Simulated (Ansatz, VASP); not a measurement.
**Two plane-wave programs on HfH3**

```
CELL_PARAMETERS angstrom
-1.52651 1.52651 3.03403
1.52651 -1.52651 3.03403
1.52651 1.52651 -3.03403
ATOMIC_POSITIONS crystal
Hf 0.00000 0.00000 0.00000
H 0.75000 0.25000 0.50000
H 0.25000 0.75000 0.50000
H 0.50000 0.50000 0.00000
```

Alike in both runs: task single point; functional PBEsol; k mesh 16 × 16 × 16; occupations fermi-dirac, width 0.15 eV; no spin polarisation.

|  | VASP | Ansatz |
| --- | --- | --- |
| version | VASP 6.6.1 | Ansatz 0.2.0 |
| potentials or method | VASP PAW PBE potentials, release 64 (Hf_pv, H), cutoff 520 eV | plane waves, PAW |
| valence electrons in the cell | 13 | 29 |

```tsv
	VASP	Ansatz	Ansatz less VASP
pressure (GPa)	-4.8	-3.8	+0.94
traceless stress, the component that is largest in VASP (GPa)	-2.89	-2.95	-0.066
```

VASP's potentials were made for PBE, not for PBEsol. VASP's potentials hold 13 valence electrons a cell and Ansatz's 29, so a difference there can come from the potentials and not from the codes.

Spin-orbit coupling is off throughout.
